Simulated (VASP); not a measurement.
Ti, 2 atoms in the cell. It takes space group P6_3/mmc (No. 194, hexagonal). The conventional cell has a = 2.990 Å, b = 2.990 Å, c = 4.560 Å, α = 90.00°, β = 90.00°, γ = 120.00°. Within 3.8 Å of Ti (site symmetry -6m2) lie 12 Ti at 2.86 to 2.99 Å.  This cell differs from its parent crystal: ratio of the length along z to the lengths across it x 0.96, volume and fractional coordinates fixed.

| Quantity | Value |
| --- | --- |
| Program | VASP 6.6.1 |
| Task | single point |
| Functional | PBEsol |
| Potentials or basis | VASP PAW PBE potentials, release 64 (Ti_sv) |
| Cutoff | 520 eV |
| k mesh | 24 × 24 × 12 |
| Occupations | gaussian, width 0.15 eV |
| Spin | no spin polarisation |
| Dipole correction | no |
| Further INCAR settings | ALGO = Fast; EDIFF = 1e-06; NBANDS = 19 |

Potentials or basis: VASP PAW PBE potentials, release 64 (Ti_sv).

Run with:

```sh
$ cat potpaw_PBE.64/Ti_sv/POTCAR > POTCAR
$ mpirun -np 1 vasp_std > vasp.out
```

Hardware: 1 thread of Intel Xeon 8259CL, with other jobs on the host.

**Question.** Estimate the wall time of this run.

**Answer.** It took 18 min on 1 thread of Intel Xeon 8259CL, on a shared host, peak memory 0.35 GiB. Counts: scf iterations 34, k points 427.
